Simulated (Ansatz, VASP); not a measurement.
# Two plane-wave programs on Ag

Contents of INCAR:

```
ALGO     = Fast           # electronic algorithm
EDIFF    = 1E-6           # SCF threshold, eV
ENCUT    = 520            # plane-wave cutoff, eV
GGA      = PE             # functional
ISIF     = 2              # what is computed and relaxed
ISMEAR   = -1             # smearing method
LASPH    = T              # aspherical terms in the spheres
LCHARG   = F              # write CHGCAR
LREAL    = F              # projectors in reciprocal space
LWAVE    = F              # write WAVECAR
NBANDS   = 12             # bands
NELM     = 100            # most SCF steps
PREC     = Accurate       # precision mode
SIGMA    = 0.05           # smearing width, eV
```

Contents of KPOINTS:

```
k-points
0
Gamma
  20 20 20
```

POSCAR

```
Ag
1.0
    0.0000000000      2.0427500000      2.0427500000
    2.0427500000      0.0000000000      2.0427500000
    2.0427500000      2.0427500000      0.0000000000
Ag
1
Direct
    0.0000000000      0.0000000000      0.0000000000
```

File input.yaml:

```yaml
crystal:
  lattice:
    - [0.0, 2.04275, 2.04275]
    - [2.04275, 0.0, 2.04275]
    - [2.04275, 2.04275, 0.0]
  atoms:
    - { symbol: Ag, position: [0.0, 0.0, 0.0] }
hamiltonian:
  xc: pbe
  pseudopotentials: { kind: paw }
kpoints:
  mp_grid: { grid: [20, 20, 20] }
scf:
  occupations: { method: fermi_dirac, width: 0.05 }
output:
  forces: true
  stress: true
  eigenvalues: true
```

Alike in both runs: task single point; functional PBE; k mesh 20 × 20 × 20; occupations fermi-dirac, width 0.05 eV; no spin polarisation.

```csv
,VASP,Ansatz
version,VASP 6.6.1,Ansatz 0.2.0
potentials or method,"VASP PAW PBE potentials, release 64 (Ag)",Ansatz PAW
plane-wave cutoff (eV),520,420
valence electrons in the cell,11,19
```

Ansatz gave:

| Property | Result |
| --- | --- |
| gap on the k mesh at the Fermi level (eV) | none |
| pressure (GPa) | 4.7 |

Q: Estimate VASP's values.

A: gap on the k mesh at the Fermi level (eV): none; pressure (GPa): 4.6.

A gap of «none» marks a metal or a gap that the smearing closes. The functional is the same, so the differences come from potentials, cutoffs and numerics. VASP's potentials hold 11 valence electrons a cell and Ansatz's 19, so a difference there can come from the potentials and not from the codes.
